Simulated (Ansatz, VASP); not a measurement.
# Re: VASP beside Ansatz

Contents of INCAR:

```
SYSTEM = Re
  PREC = Accurate
  ENCUT = 520
  EDIFF = 1E-6
  ISMEAR = 0
  SIGMA = 0.15
  LREAL = .FALSE.
  LASPH = .TRUE.
  NELM = 80
  ALGO = Normal
  ISIF = 2
  LWAVE = .FALSE.
  LCHARG = .FALSE.
  GGA = PE
  NBANDS = 10
```

The input KPOINTS:

```
Automatic mesh
0
G
  10 10 10
  0 0 0
```

The input POSCAR:

```
Re
1.0
    0.0000000000      2.2927551024      1.5187209798
    2.2927551024      0.0000000000      1.5187209798
    2.2927551024      2.2927551024      0.0000000000
Re
1
Direct
    0.0000000000      0.0000000000      0.0000000000
```

Input for Ansatz:

```yaml
crystal:
  lattice:
    - [0.0, 2.2927551024, 1.5187209798]
    - [2.2927551024, 0.0, 1.5187209798]
    - [2.2927551024, 2.2927551024, 0.0]
  atoms:
    - { symbol: Re, position: [0.0, 0.0, 0.0] }
basis:
  ecutwfc: 420
kpoints:
  mp_grid: { grid: [10, 10, 10] }
hamiltonian:
  xc: pbe
scf:
  occupations: { method: gaussian, width: 0.15 }
output:
  forces: true
  stress: true
  eigenvalues: true
```

Alike in both runs: task single point; functional PBE; k mesh 10 × 10 × 10; occupations gaussian, width 0.15 eV; no spin polarisation.

```csv
,VASP,Ansatz
version,VASP 6.6.1,Ansatz 0.2.0
potentials or method,"VASP PAW PBE potentials, release 64 (Re), cutoff 520 eV","scalar-relativistic, plane waves, PAW"
valence electrons in the cell,7,15
```

Ansatz gave:

- gap on the k mesh at the Fermi level (eV): none
- pressure (GPa): -17.4
- traceless stress, the component that is largest in VASP (GPa): -0.20

Problem. What did VASP give for the same quantities?

Solution. gap on the k mesh at the Fermi level (eV): none; pressure (GPa): -18.1; traceless stress, the component that is largest in VASP (GPa): -0.49.

A gap of «none» marks a metal or a gap that the smearing closes. The functional is the same, so the differences come from potentials, cutoffs and numerics. VASP's potentials hold 7 valence electrons a cell and Ansatz's 15, so a difference there can come from the potentials and not from the codes.

Neither program's run includes spin-orbit coupling.
